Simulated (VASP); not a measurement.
Wanted: the native input for a VASP 6.6.1 run.

```yaml
Task: single point
Functional: r2SCAN
Potentials_or_basis: VASP PAW PBE potentials, release 64 (Ti_sv, C)
Cutoff: 520 eV
k_mesh: 26 × 26 × 26
Occupations: gaussian, width 0.15 eV
Spin: no spin polarisation
Dipole_correction: no
Further_INCAR_settings: ALGO = Normal; EDIFF = 1e-06; NBANDS = 15
```

Crystal: TiC.

```
CELL_PARAMETERS angstrom
0.00000 2.28446 1.94179
2.28446 0.00000 1.94179
2.28446 2.28446 0.00000
ATOMIC_POSITIONS crystal
Ti 0.00000 0.00000 0.00000
C 0.50000 0.50000 0.50000
```

This cell differs from its parent crystal: ratio of the length along z to the lengths across it x 0.85, volume and fractional coordinates fixed.

The input as run:

POSCAR

```
TiC
1.0
    0.0000000000      2.2844638034      1.9417942329
    2.2844638034      0.0000000000      1.9417942329
    2.2844638034      2.2844638034      0.0000000000
Ti C
1 1
Direct
    0.0000000000      0.0000000000      0.0000000000
    0.5000000000      0.5000000000      0.5000000000
```

INCAR.step1

```
SYSTEM = TiC
PREC = Accurate
ENCUT = 520
ISMEAR = 0
SIGMA = 0.15
LREAL = .False.
LASPH = .True.
NELM = 80
NBANDS = 15
GGA = PE
ALGO = Normal
EDIFF = 1E-4
LWAVE = .True.
LCHARG = .False.
```

INCAR.step2

```
SYSTEM = TiC
PREC = Accurate
ENCUT = 520
EDIFF = 1E-6
ISMEAR = 0
SIGMA = 0.15
LREAL = .False.
LASPH = .True.
NELM = 80
ALGO = Normal
ISIF = 2
LWAVE = .False.
LCHARG = .True.
METAGGA = R2SCAN
LMIXTAU = .True.
LELF = .True.
LVHAR = .True.
NBANDS = 15
ISTART = 1
```

KPOINTS

```
Automatic mesh
0
Gamma
  26 26 26
  0 0 0
```

Potentials or basis: VASP PAW PBE potentials, release 64 (Ti_sv, C).

Command:

```bash
$ cat potpaw_PBE.64/Ti_sv/POTCAR potpaw_PBE.64/C/POTCAR > POTCAR
$ cp INCAR.step1 INCAR
$ mpirun -np 1 vasp_std > vasp.out
$ cp INCAR.step2 INCAR
$ mpirun -np 1 vasp_std > vasp.out
```

Results of the run:

```
Pressure               : 14.1 GPa
Band gap on the k mesh : zero (bands 8 and 9 overlap by 2.52 eV)
```

Caveat: the stress differs along the axes, from -16 to 74 GPa; the PAW data sets were made with another functional, which shifts forces and pressure a little.

Wall time 31 min on 1 thread of Oxide Virtual Turin-like Processor (shared host), peak memory 0.46 GiB.
